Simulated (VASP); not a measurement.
Zr3Ag, 4 atoms in the cell. Symmetry: P4/mmm, No. 123, tetragonal system. The conventional cell has a = 4.520 Å, b = 4.520 Å, c = 3.986 Å, α = 90.00°, β = 90.00°, γ = 90.00°. Zr (site symmetry 4/mmm) has 10 Zr at 3.01 to 3.99 Å and 4 Ag at 3.20 Å within 4.0 Å. Within 4.0 Å of Zr (site symmetry mmm) lie 10 Zr at 3.01 to 3.99 Å and 4 Ag at 3.01 Å. Ag (site symmetry 4/mmm) has 12 Zr at 3.01 to 3.20 Å and 2 Ag at 3.99 Å within 4.0 Å.  This cell differs from its parent crystal: equal xx and yy strain of -1 %.

- Program: VASP 6.6.1
- Task: electric field gradients
- Functional: LDA
- Potentials or basis: VASP PAW LDA potentials, release 64 (Zr_sv, Ag)
- Cutoff: 520 eV
- k mesh: 7 × 7 × 8
- Occupations: fermi-dirac, width 0.05 eV
- Spin: no spin polarisation
- Dipole correction: no
- Further INCAR settings: ALGO = Normal; EDIFF = 1e-08; NBANDS = 32

Potentials or basis: VASP PAW LDA potentials, release 64 (Zr_sv, Ag).

The run is started by

```console
$ cat potpaw_LDA.64/Zr_sv/POTCAR potpaw_LDA.64/Ag/POTCAR > POTCAR
$ mpirun -np 1 vasp_std > vasp.out
```

Hardware: 1 thread of AMD EPYC 9R14 (Zen 4) (shared host).

Question: How long does it take, and how much memory?

Answer: Run time: 84 s on 1 thread of AMD EPYC 9R14 (Zen 4), with other jobs on the host, peak memory 0.21 GiB. Counts: scf iterations 16, k points 50.
